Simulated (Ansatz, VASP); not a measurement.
# Two plane-wave programs on RhN

```
Rh N
1.0
     0.00000    2.29960    2.29960
     2.29960    0.00000    2.29960
     2.29960    2.29960    0.00000
Rh N
1 1
Direct
  0.00000 0.00000 0.00000
  0.25000 0.25000 0.25000
```

Alike in both runs: task single point; functional PBE; k mesh 12 × 12 × 12; occupations gaussian, width 0.05 eV; no spin polarisation.

```csv
,VASP,Ansatz
version,VASP 6.6.1,Ansatz 0.2.0
potentials or method,"VASP PAW PBE potentials, release 64 (Rh_pv, N), cutoff 520 eV","scalar-relativistic, plane waves, PAW"
valence electrons in the cell,20,22
```

```tsv
	VASP	Ansatz	Ansatz less VASP
gap on the k mesh at the Fermi level (eV)	none	none	-
pressure (GPa)	0.0	0.0	-0.02
```

A gap of «none» marks a metal or a gap that the smearing closes. The functional is the same, so the differences come from potentials, cutoffs and numerics. VASP's potentials hold 20 valence electrons a cell and Ansatz's 22, so a difference there can come from the potentials and not from the codes.
